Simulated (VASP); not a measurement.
Input of a VASP 6.6.1 run:

File POSCAR:

```
Sb
1.0
    0.0000000000      2.0537212042      2.0537212042
    2.0537212042      0.0000000000      2.0537212042
    2.0537212042      2.0537212042      0.0000000000
Sb
1
Direct
    0.0000000000      0.0000000000      0.0000000000
```

The input INCAR.step1:

```
  PREC = Accurate
  ENCUT = 520
  ISMEAR = 0
  SIGMA = 0.1
  LREAL = F
  LASPH = T
  NELM = 100
  NBANDS = 8
  GGA = PE
  ALGO = Normal
  EDIFF = 1E-4
  LWAVE = T
  LCHARG = F
```

Contents of INCAR.step2:

```
  PREC = Accurate
  ENCUT = 520
  EDIFF = 1E-6
  ISMEAR = 0
  SIGMA = 0.1
  LREAL = F
  LASPH = T
  NELM = 100
  ALGO = Normal
  ISIF = 2
  LWAVE = F
  LCHARG = F
  METAGGA = R2SCAN
  LMIXTAU = T
  NBANDS = 8
  ISTART = 1
```

File KPOINTS:

```
regular mesh
0
Gamma
  8 8 8
```

Potentials or basis: VASP PAW PBE potentials, release 64 (Sb).

Run with:

```sh
$ cat potpaw_PBE.64/Sb/POTCAR > POTCAR
$ cp INCAR.step1 INCAR
$ mpirun -np 1 vasp_std > vasp.out
$ cp INCAR.step2 INCAR
$ mpirun -np 1 vasp_std > vasp.out
```

Task: Predict the pressure.

Result: 77.0 GPa.

Caveat: the PAW data sets were made with another functional, which shifts forces and pressure a little.
